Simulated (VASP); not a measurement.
The system is Na.

```
Na
1.0
    -2.14100    2.14100    2.14100
     2.14100   -2.14100    2.14100
     2.14100    2.14100   -2.14100
Na
1
Cartesian
  0.0000 0.0000 0.0000
```

| Quantity | Value |
| --- | --- |
| Program | VASP 6.6.1 |
| Task | relaxation of cell and atoms |
| Functional | PBEsol |
| Potentials or basis | VASP PAW PBE potentials, release 64 (Na_pv) |
| Cutoff | 600 eV |
| k mesh | 9 × 9 × 9 |
| Occupations | fermi-dirac, width 0.05 eV |
| Spin | no spin polarisation |

At the start: pressure -0.6 GPa; volume 39.26 Å³/atom.

Question: How do energy, volume and symmetry change on relaxing?

Answer: Over 3 steps the energy falls by 5.8 meV/atom and the volume is 36.18 Å³/atom (-7.8 %); space group Im-3m (No. 229, to 0.05 Å).

The path:
| step | energy change (eV) | largest force (eV/Å) | pressure (GPa) | volume (Å³) |
| --- | --- | --- | --- | --- |
| 1 | 0.0000 | 0.0000 | -0.57 | 39.26 |
| 2 | -0.0024 | 0.0000 | -0.45 | 38.47 |
| 3 | -0.0058 | 0.0000 | -0.02 | 36.18 |

Final structure:
```xyz
1
Lattice="-2.0835 2.0835 2.0835 2.0835 -2.0835 2.0835 2.0835 2.0835 -2.0835" Properties=species:S:1:pos:R:3 pbc="T T T"
Na    0.0000    0.0000    0.0000
```

Caveat: the PAW data sets were made with another functional, which shifts forces and pressure a little.
